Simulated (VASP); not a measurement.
# Se (Cmmm) in VASP: single point with r2SCAN

Aim: the single point of Se with r2SCAN.

Everything below comes from runs of VASP 6.6.1. Logs are shortened: lines on timing, memory, paths and dates and some standing lists are left out, and cuts for length are marked.

## Step 1: The cell of the first run

Symmetry: Cmmm, No. 65, orthorhombic system. Conventional cell: a = 2.811 Å, b = 11.242 Å, c = 2.811 Å, α = 90.00°, β = 90.00°, γ = 90.00°. Within 3.7 Å of Se (site symmetry m2m) lie 7 Se at 2.81 to 3.14 Å.

## Step 2: Single point, r2SCAN

Contents of POSCAR:

```
Se
1.0
    2.8105630000      0.0000000000      0.0000000000
    0.0000000000      2.8105630000      0.0000000000
    1.4052815000      0.0000000000      5.6211260000
Se
2
Direct
    0.0000000000      0.0000000000      0.0000000000
   -0.2500000000      0.0000000000      0.5000000000
```

Contents of INCAR.step1:

```
SYSTEM = Se
PREC = Accurate ; ENCUT = 520
ISMEAR = -1 ; SIGMA = 0.1
LREAL = .FALSE. ; LASPH = .TRUE.
NELM = 100 ; ISYM = 0
NBANDS = 13 ; GGA = PE
ALGO = Normal ; EDIFF = 1E-4
LWAVE = .TRUE. ; LCHARG = .FALSE.
```

Contents of INCAR.step2:

```
SYSTEM = Se
PREC = Accurate ; ENCUT = 520
EDIFF = 1E-6 ; ISMEAR = -1
SIGMA = 0.1 ; LREAL = .FALSE.
LASPH = .TRUE. ; NELM = 100
ALGO = Normal ; ISIF = 2
LWAVE = .FALSE. ; LCHARG = .FALSE.
METAGGA = R2SCAN ; LMIXTAU = .TRUE.
ISYM = 0 ; NBANDS = 13
ISTART = 1
```

Contents of KPOINTS:

```
regular mesh
0
G
  6 6 3
  0 0 0
```

Potentials or basis: VASP PAW PBE potentials, release 64 (Se).

Started as:

```
$ cat potpaw_PBE.64/Se/POTCAR > POTCAR
$ cp INCAR.step1 INCAR
$ mpirun -np 1 vasp_std > vasp.out
$ cp INCAR.step2 INCAR
$ mpirun -np 1 vasp_std > vasp.out
```

OUTCAR:

```text
SYSTEM = Se
   PREC = Accurate
   ENCUT = 520
   EDIFF = 1E-6
   ISMEAR = -1
   LREAL = .FALSE.
   LASPH = .TRUE.
   NELM = 100
   ISIF = 2
   METAGGA = R2SCAN
   ISYM = 0
   ISTART = 1

 ion  position               nearest neighbor table
   1  0.000  0.000  0.000-
   2  0.750  0.000  0.500-

IMPORTANT INFORMATION: All symmetrisations will be switched off!
NOSYMM: (Re-)initialisation of all symmetry stuff for point group C_1.

----------------------------------------------------------------------------------------

                                     Primitive cell

  volume of cell :      44.4028

  direct lattice vectors                    reciprocal lattice vectors
     2.810563000  0.000000000  0.000000000     0.355800599  0.000000000 -0.088950150
     0.000000000  2.810563000  0.000000000     0.000000000  0.355800599  0.000000000
     1.405281500  0.000000000  5.621126000     0.000000000  0.000000000  0.177900300

  length of vectors
     2.810563000  2.810563000  5.794124058     0.366750863  0.355800599  0.177900300

  position of ions in fractional coordinates (direct lattice)
     0.000000000  0.000000000  0.000000000
     0.750000000  0.000000000  0.500000000

  ion indices of the primitive-cell ions
   primitive index   ion index
                 1           1
                 2           2

----------------------------------------------------------------------------------------

 KPOINTS: regular mesh

Automatic generation of k-mesh.
 Grid dimensions read from file:
 generate k-points for:    6    6    3

 Generating k-lattice:

  Cartesian coordinates                     Fractional coordinates (reciprocal lattice)
     0.059300100  0.000000000 -0.014825025     0.166666667  0.000000000  0.000000000
     0.000000000  0.059300100  0.000000000     0.000000000  0.166666667  0.000000000
     0.000000000  0.000000000  0.059300100     0.000000000  0.000000000  0.333333333

  Length of vectors
     0.061125144  0.059300100  0.059300100

  Shift w.r.t. Gamma in fractional coordinates (k-lattice)
     0.000000000  0.000000000  0.000000000

 -----------------------------------------------------------------------------
|                                                                             |
|           W    W    AA    RRRRR   N    N  II  N    N   GGGG   !!!           |
|           W    W   A  A   R    R  NN   N  II  NN   N  G    G  !!!           |
|           W    W  A    A  R    R  N N  N  II  N N  N  G       !!!           |
|           W WW W  AAAAAA  RRRRR   N  N N  II  N  N N  G  GGG   !            |
|           WW  WW  A    A  R   R   N   NN  II  N   NN  G    G                |
|           W    W  A    A  R    R  N    N  II  N    N   GGGG   !!!           |
|                                                                             |
|     Your reciprocal lattice and k-lattice belong to different lattice       |
|     classes:                                                                |
|                                                                             |
|        The reciprocal lattice is base centered orthorhombic,                |
|        whereas your k-lattice is simple monoclinic.                         |
|                                                                             |
|     Results are often still useful ...                                      |
|                                                                             |
 -----------------------------------------------------------------------------

 WARNING: IBZKPT: internal override: KBLOWUP is changed to .FALSE.
      ... skipping the blow-up phase ...

 Subroutine IBZKPT returns following result:
 ===========================================

 Found     56 irreducible k-points:

 Following reciprocal coordinates:
            Coordinates               Weight
  0.000000  0.000000  0.000000      1.000000
  0.166667  0.000000  0.000000      2.000000
  0.333333  0.000000  0.000000      2.000000
  0.500000  0.000000  0.000000      1.000000
  0.000000  0.166667  0.000000      2.000000
  0.166667  0.166667  0.000000      2.000000
[... 16 lines left out ...]
  0.333333  0.000000  0.333333      2.000000
  0.500000  0.000000  0.333333      2.000000
 [... further k-points ...]
   k-points           NKPTS =     56   k-points in BZ     NKDIM =     56   number of bands    NBANDS=     13
   number of dos      NEDOS =    301   number of ions     NIONS =      2
   total plane-waves  NPLWV =  27648
   dimension x,y,z NGX =    24 NGY =   24 NGZ =   48
   dimension x,y,z NGXF=    48 NGYF=   48 NGZF=   96
   ions per type =               2
   NGX,Y,Z   is equivalent  to a cutoff of  14.20, 14.20, 13.77 a.u.
   NGXF,Y,Z  is equivalent  to a cutoff of  28.39, 28.39, 27.54 a.u.
 SYSTEM =  Se
   PREC   = accura    normal or accurate (medium, high low for compatibility)
   ISTART =      1    job   : 0-new  1-cont  2-samecut
   ICHARG =      0    charge: 1-file 2-atom 10-const
   ISPIN  =      1    spin polarized calculation?
   LNONCOLLINEAR =      F non collinear calculations
   LSORBIT =      F    spin-orbit coupling
   LASPH  =      T    aspherical Exc in radial PAW
   ENCUT  =  520.0 eV  38.22 Ry    6.18 a.u.   5.23  5.23 10.77*2*pi/ulx,y,z
   NELM   =    100;   NELMIN=  2; NELMDL=  0     # of ELM steps
   EDIFF  = 0.1E-05   stopping-criterion for ELM
   LREAL  =      F    real-space projection
   EDIFFG = 0.1E-04   stopping-criterion for IOM
   NSW    =      0    number of steps for IOM
   IBRION =     -1    ionic relax: 0-MD 1-quasi-New 2-CG
   NFREE  =      0    steps in history (QN), initial steepest desc. (CG)
   ISIF   =      2    stress and relaxation
   ISYM   =      0    0-nonsym 1-usesym 2-fastsym
   POTIM  = 0.5000    time-step for ionic-motion
   TEBEG  =    0.0;   TEEND  =   0.0 temperature during run
   PSTRESS=    0.0 pullay stress
   NELECT =      12.0000    total number of electrons
   NUPDOWN=      -1.0000    fix difference up-down
   EMIN   =  10.00;   EMAX   =-10.00  energy-range for DOS
   EFERMI =   0.00;   METHOD = LEGACY
   ISMEAR =    -1;   SIGMA  =   0.10  broadening in eV -4-tet -1-fermi 0-gaus
   EFERMI_NEDOS =   21; number of points for ismear=-14 and -15
   IALGO  =     38    algorithm
   IMIX   =      4    mixing-type and parameters
     AMIX     =   0.40;   BMIX     =  1.00
     AMIX_MAG =   1.60;   BMIX_MAG =  1.00
  volume/ion in A,a.u.               =      22.20       149.82
  Fermi-wavevector in a.u.,A,eV,Ry     =   1.058438  2.000157 15.242473  1.120290
  Thomas-Fermi vector in A             =   2.193747
   LORBIT       =      0    0 simple, 1 ext, 2 COOP (PROOUT), +10 PAW based schemes
   METAGGA = R2SCAN    functional components
   LHFCALC =     F    Hartree Fock is set to
   AEXX    =    0.0000 exact exchange contribution
   IVDW    =     0    specifies the selected vdW correction
   LEPSILON=     F    determine dielectric tensor
   LRPA    =     F    only Hartree local field effects (RPA)
 non-spin polarized calculation
  energy-cutoff  :      520.00
  volume of cell :       44.40
 maximum number of plane-waves:      1215
 NGX is ok and might be reduce to    24
   NGX = 11   NGY = 11   NGZ = 21

 number of electron      11.9999999 magnetization

 Free energy of the ion-electron system (eV)
  ---------------------------------------------------
  ext. energy  EPLUGINS =         0.00000000
  ---------------------------------------------------
  free energy    TOTEN  =       -27.73879878 eV

  energy without entropy =      -27.68862490  energy(sigma->0) =      -27.71371184

 E-fermi :   4.6531     XC(G=0): -10.5516

 val. band max:        4.5085737559   @ k =   0.1667   0.0000   0.3333
 cond. band min:       4.6679709563   @ k =   0.1667  -0.1667   0.3333
 fundamental gap:      0.1593972004
 Fermi energy:         4.6531422291

 k-point     1 :       0.0000    0.0000    0.0000
  band No.  band energies     occupation
      1     -12.1560      2.00000
      2     -10.0513      2.00000
      3      -2.4773      2.00000
      4       5.7894      0.00002
      5       6.2158      0.00000
      6       6.8305      0.00000
      7       6.8431      0.00000
      8       7.6414      0.00000
      9      12.9042      0.00000
     10      13.2910      0.00000
     11      14.0230      0.00000
     12      14.1929      0.00000
     13      16.3523      0.00000

 k-point     2 :       0.1667    0.0000    0.0000
  band No.  band energies     occupation
      1     -11.6973      2.00000
      2      -9.7112      2.00000
      3      -1.9311      2.00000
      4       3.4857      1.99998
      5       3.9798      1.99762
      6       5.8666      0.00001
      7       6.5744      0.00000
      8       7.8937      0.00000
      9      13.4966      0.00000
     10      13.9589      0.00000
     11      15.9767      0.00000
     12      16.2032      0.00000
     13      17.4032      0.00000

 k-point     3 :       0.3333    0.0000    0.0000
  band No.  band energies     occupation
      1     -10.4797      2.00000
      2      -8.8772      2.00000
      3      -0.8268      2.00000
      4      -0.4854      2.00000
      5       0.7313      2.00000
      6       5.3263      0.00238
      7       7.4423      0.00000
      8       8.4427      0.00000
      9      12.0072      0.00000
     10      14.0605      0.00000
     11      15.2407      0.00000
     12      17.2313      0.00000
     13      17.8183      0.00000
[... 305 lines left out ...]
 k-point    23 :       0.3333    0.0000    0.3333
  band No.  band energies     occupation
      1     -10.4796      2.00000
      2      -8.8775      2.00000
      3      -0.8252      2.00000
      4      -0.4850      2.00000
      5       0.7295      2.00000
      6       5.3248      0.00242
      7       7.4424      0.00000
      8       8.4426      0.00000
      9      12.0112      0.00000
     10      14.0592      0.00000
     11      15.2416      0.00000
     12      17.2329      0.00000
     13      17.8140      0.00000

 k-point    24 :       0.5000    0.0000    0.3333
  band No.  band energies     occupation
      1      -9.5142      2.00000
      2      -8.3923      2.00000
      3      -2.4264      2.00000
      4      -1.4479      2.00000
      5       1.0480      2.00000
      6       4.7077      0.73370
      7       8.0145      0.00000
      8       8.7179      0.00000
      9       9.9630      0.00000
     10      14.6023      0.00000
     11      16.4528      0.00000
     12      17.8846      0.00000
     13      18.1178      0.00000

 [... further k-points ...]
[... 5 lines left out ...]
  --------------------------------------------------------------------------------------
  -------------------------------------------------------------------------------------
  Total       -0.2623699      0.4006151     -0.8034499      0.0000000     -0.0000001      0.1522161
  in kB       -9.4670505     14.4553279    -28.9907487      0.0000001     -0.0000041      5.4923888
  external PRESSURE =      -8.0008238 kB  Pullay stress =       0.0000000 kB

 VOLUME and BASIS-vectors are now :
 -----------------------------------------------------------------------------
  energy-cutoff  :      520.00
  volume of cell :       44.40
      direct lattice vectors                 reciprocal lattice vectors
     2.810563000  0.000000000  0.000000000     0.355800599  0.000000000 -0.088950150
     0.000000000  2.810563000  0.000000000     0.000000000  0.355800599  0.000000000
     1.405281500  0.000000000  5.621126000     0.000000000  0.000000000  0.177900300

 POSITION                                       TOTAL-FORCE (eV/Angst)
 -----------------------------------------------------------------------------------
      0.00000      0.00000      0.00000         0.069900      0.000000      0.470109
      2.81056      0.00000      2.81056        -0.069900     -0.000000     -0.470109
 -----------------------------------------------------------------------------------
    total drift:                               -0.000000      0.000000     -0.000002

  FREE ENERGIE OF THE ION-ELECTRON SYSTEM (eV)
  ---------------------------------------------------
  free  energy   TOTEN  =       -27.7387987826 eV

  energy  without entropy=      -27.6886249004  energy(sigma->0) =      -27.71371184
```

Wall time 66 s (1 thread of Intel Xeon Platinum 8488C (Sapphire Rapids), shared host); peak memory 0.18 GiB.

What came out:

```yaml
Free_energy: -27.7388 eV
Pressure: -0.8 GPa
Largest_force: 0.475 eV/Å
Band_gap_on_the_k_mesh: zero (band 6 reaches 7.31 eV, above the bottom of band 7 at 2.08 eV)
```

Forces on the atoms (eV/Å):
```
Se   0.070  0.000  0.470
Se  -0.070  0.000 -0.470
```

Stress tensor (GPa, compression positive):
```
-0.95  0.00  0.55
 0.00  1.45  0.00
 0.55  0.00 -2.90
```

Caveat: the k points lie up to 0.38 Å⁻¹ apart; the PAW data sets were made with another functional, which shifts forces and pressure a little.
